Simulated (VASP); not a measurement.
Mn:

```
Mn
1.0
     2.48365    0.00000    0.00000
    -1.24182    2.15090    0.00000
     0.00000    0.00000    4.02620
Mn
2
Direct
  0.33333 0.66667 0.25000
  0.66667 0.33333 0.75000
```

This isn't the form of Mn at room conditions, which is a 58-atom cubic cell.

Base run:

| Property | Result |
| --- | --- |
| Program | VASP 6.6.1 |
| Functional | PBEsol |
| Potentials or basis | VASP PAW PBE potentials, release 64 (Mn_sv) |
| Cutoff | 600 eV |
| k mesh | 10 × 10 × 6 |
| Occupations | fermi-dirac, width 0.05 eV |
| Spin | collinear spin, ferromagnetic start |
| Starting moments | [2.0, 2.0] μB |
| Fixed moment | 4 μB |

Its results: pressure 13.0 GPa; site moments Mn +1.84 μB.

Question: The run is repeated on the same cell with these changes: fixed moment from 4 μB to 2 μB; moments at the start from [2.0, 2.0] to [1.0, 1.0]. What comes out?

Answer: Pressure -7.6 GPa; site moments Mn +0.91 μB.

Caveats: the PAW data sets were made with another functional, which shifts forces and pressure a little; the total moment is fixed, so each spin has its own Fermi level; the cell stands under pressure (at least some runs); the cell stands under tension (at least some runs).
